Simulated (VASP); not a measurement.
**CdSe: single point with PBE**

Crystal: CdSe.

```
Cd Se
1.0
     4.27015    0.00000    0.00000
    -2.13507    3.69806    0.00000
     0.00000    0.00000    6.96295
Cd Se
2 2
Cartesian
  0.0000 2.4654 0.0033
  2.1351 1.2327 3.4848
  0.0000 2.4654 2.6202
  2.1351 1.2327 6.1017
```

```yaml
Program: VASP 6.6.1
Task: single point
Functional: PBE
Potentials_or_basis: VASP PAW PBE potentials, release 64 (Cd, Se)
Cutoff: 520 eV
k_mesh: 12 × 12 × 6
Occupations: fermi-dirac, width 0.02 eV
Spin: no spin polarisation
```

```yaml
Pressure: 4.6 GPa
Band_gap_on_the_k_mesh: 0.72 eV
```

Forces in eV/Å, atoms in the order of the input:
```
Cd   0.000  0.000  0.003
Cd   0.000  0.000  0.003
Se   0.000  0.000 -0.003
Se   0.000  0.000 -0.003
```

Stress tensor (GPa, compression positive):
```
4.58 0.00 0.00
0.00 4.58 0.00
0.00 0.00 4.68
```

Levels at points of the mesh, in eV from the valence-band top:
```csv
k point,band 14,band 15,band 16,band 17,band 18,band 19,band 20,band 21,band 22,band 23
"(0.00, 0.00, 0.00)",-0.80,-0.80,-0.05,0.00,0.00,0.72,2.22,5.86,5.86,6.15
"(0.50, 0.00, 0.00)",-3.74,-2.77,-1.94,-1.40,-0.79,3.26,3.32,4.76,6.24,6.46
"(0.00, 0.00, 0.50)",-2.72,-0.42,-0.42,-0.42,-0.42,2.42,2.42,5.89,5.89,6.26
"(0.50, 0.00, 0.50)",-4.34,-1.42,-1.42,-1.41,-1.41,2.95,2.95,4.85,4.85,7.81
```

Run time: 2.2 min on 1 thread of Intel(R) Xeon(R) Platinum 8488C (Sapphire Rapids), on a shared host, peak memory 0.34 GiB.

Caveat: the cell stands under pressure; semilocal functionals underestimate gaps, and a narrow one can read as zero.
